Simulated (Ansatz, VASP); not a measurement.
One calculation of Nb, two programs

File INCAR:

```
SYSTEM = Nb
ALGO = Normal ; EDIFF = 1E-7
ENCUT = 520 ; ISIF = 2
ISMEAR = -1 ; LASPH = .True.
LCHARG = .False. ; LREAL = .False.
LWAVE = .False. ; NBANDS = 12
NELM = 100 ; PREC = Accurate
SIGMA = 0.05
```

KPOINTS

```
k-points
0
Gamma
  18 18 18
  0 0 0
```

Contents of POSCAR:

```
Nb
1.0
    0.0000000000      2.0130774157      2.0130774157
    2.0130774157      0.0000000000      2.0130774157
    2.0130774157      2.0130774157      0.0000000000
Nb
1
Direct
    0.0000000000      0.0000000000      0.0000000000
```

Input for Ansatz:

```yaml
crystal:
  lattice:
    - [0.0, 2.0130774157, 2.0130774157]
    - [2.0130774157, 0.0, 2.0130774157]
    - [2.0130774157, 2.0130774157, 0.0]
  atoms:
    - { symbol: Nb, position: [0.0, 0.0, 0.0] }
kpoints:
  mp_grid: { grid: [18, 18, 18] }
scf:
  occupations: { method: fermi_dirac, width: 0.05 }
hamiltonian:
  xc: lda
  pseudopotentials: { kind: paw }
output:
  forces: true
  stress: true
  eigenvalues: true
  populations: true
```

Change from the starting cell: volume scaled by 0.92, PAW files.

Alike in both runs: task single point; functional LDA; k mesh 18 × 18 × 18; occupations fermi-dirac, width 0.05 eV; no spin polarisation.

```csv
,VASP,Ansatz
version,VASP 6.6.1,Ansatz 0.2.0
potentials or method,"VASP PAW LDA potentials, release 64 (Nb_sv)","PAW with Ansatz's default frozen-core files, scalar-relativistic"
plane-wave cutoff (eV),520,420
valence electrons in the cell,13,13
```

Ansatz gave:

| Quantity | Value |
| --- | --- |
| pressure (GPa) | 17.6 |

**Question.** What did VASP give for the same quantities?

**Answer.** Pressure (GPa): 17.5.

LDA's correlation is that of Perdew and Zunger in VASP and of Perdew and Wang (1992) in Ansatz.
